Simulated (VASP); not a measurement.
Write the native input for VASP 6.6.1 that does the following.

```yaml
Task: single point
Functional: B3LYP
Potentials_or_basis: VASP PAW PBE potentials, release 64 (Te, Be)
Cutoff: 520 eV
k_mesh: 4 × 4 × 4
Occupations: fermi-dirac, width 0.05 eV
Spin: no spin polarisation
Dipole_correction: no
Grid_for_exact_exchange_PRECFOCK: Normal
Further_INCAR_settings: ALGO = Normal; EDIFF = 1e-06; NBANDS = 11
Share_of_exact_exchange: 0.2
```

BeTe:

```
Te Be
1.0
     0.00000    2.71345    2.71345
     2.71345    0.00000    2.71345
     2.71345    2.71345    0.00000
Te Be
1 1
Direct
  0.75000 0.75000 0.75000
  0.00000 0.00000 0.00000
```

The input as run:

POSCAR

```
BeTe
1.0
    0.0000000000      2.7134535211      2.7134535211
    2.7134535211      0.0000000000      2.7134535211
    2.7134535211      2.7134535211      0.0000000000
Te Be
1 1
Direct
    0.7500000000      0.7500000000      0.7500000000
    0.0000000000      0.0000000000      0.0000000000
```

INCAR.step1

```
SYSTEM = BeTe
PREC = Accurate
ENCUT = 520
EDIFF = 1E-5
ISMEAR = -1
SIGMA = 0.05
LREAL = .FALSE.
LASPH = .TRUE.
NELM = 100
ALGO = Normal
ISIF = 2
LWAVE = .TRUE.
LCHARG = .FALSE.
GGA = PE
NBANDS = 11
```

INCAR.step2

```
SYSTEM = BeTe
PREC = Accurate
ENCUT = 520
EDIFF = 1E-6
ISMEAR = -1
SIGMA = 0.05
LREAL = .FALSE.
LASPH = .TRUE.
NELM = 100
ALGO = Normal
ISIF = 2
LWAVE = .FALSE.
LCHARG = .FALSE.
GGA = B3
LHFCALC = .TRUE.
AEXX = 0.2
AGGAX = 0.72
AGGAC = 0.81
ALDAC = 0.19
PRECFOCK = Normal
ISTART = 1
NBANDS = 11
```

KPOINTS

```
regular mesh
0
G
  4 4 4
  0 0 0
```

Potentials or basis: VASP PAW PBE potentials, release 64 (Te, Be).

Run with:

```sh
$ cat potpaw_PBE.64/Te/POTCAR potpaw_PBE.64/Be/POTCAR > POTCAR
$ cp INCAR.step1 INCAR
$ mpirun -np 1 vasp_std > vasp.out
$ cp INCAR.step2 INCAR
$ mpirun -np 1 vasp_std > vasp.out
```

Results of the run:

```
Pressure               : 11.7 GPa
Band gap on the k mesh : 3.08 eV (least direct gap 4.91 eV)
```

Caveat: the k points lie up to 0.50 Å⁻¹ apart; the PAW data sets were made with another functional, which shifts forces and pressure a little; spin-orbit coupling is left out, which moves the levels of the heavy elements.

It took 4.5 min on 1 thread of AMD EPYC 7R13 (shared host), peak memory 0.16 GiB.
